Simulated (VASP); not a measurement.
Input of a VASP 6.6.1 run:

Contents of INCAR:

```
SYSTEM = Co
  PREC = Accurate
  ENCUT = 520
  EDIFF = 1E-6
  ISMEAR = 0
  SIGMA = 0.15
  LREAL = .FALSE.
  LASPH = .TRUE.
  NELM = 150
  ALGO = Fast
  ISIF = 2
  LWAVE = .FALSE.
  LCHARG = .FALSE.
  ISPIN = 2
  MAGMOM = 0.275 0.275
  LORBIT = 11
  NUPDOWN = 0.55
  LMAXMIX = 4
  GGA = CA
  NBANDS = 20
```

Contents of KPOINTS:

```
Automatic mesh
0
G
  24 24 12
  0 0 0
```

Contents of POSCAR:

```
Co
1.0
    2.2066455177      0.0000000000      0.0000000000
   -1.1033227588      1.9110110755      0.0000000000
    0.0000000000      0.0000000000      3.5594665484
Co
2
Direct
    0.6666666667      0.3333333333      0.2500000000
    0.3333333333      0.6666666667      0.7500000000
```

Potentials or basis: VASP PAW LDA potentials, release 64 (Co).

Command:

```bash
$ cat potpaw_LDA.64/Co/POTCAR > POTCAR
$ mpirun -np 1 vasp_std > vasp.out
```

Question: Predict the pressure.

Answer: 136.6 GPa.

Stress tensor (GPa, compression positive):
```
136.03   0.00   0.00
  0.00 136.03   0.00
  0.00   0.00 137.71
```

Caveat: the total moment is fixed, so each spin has its own Fermi level.
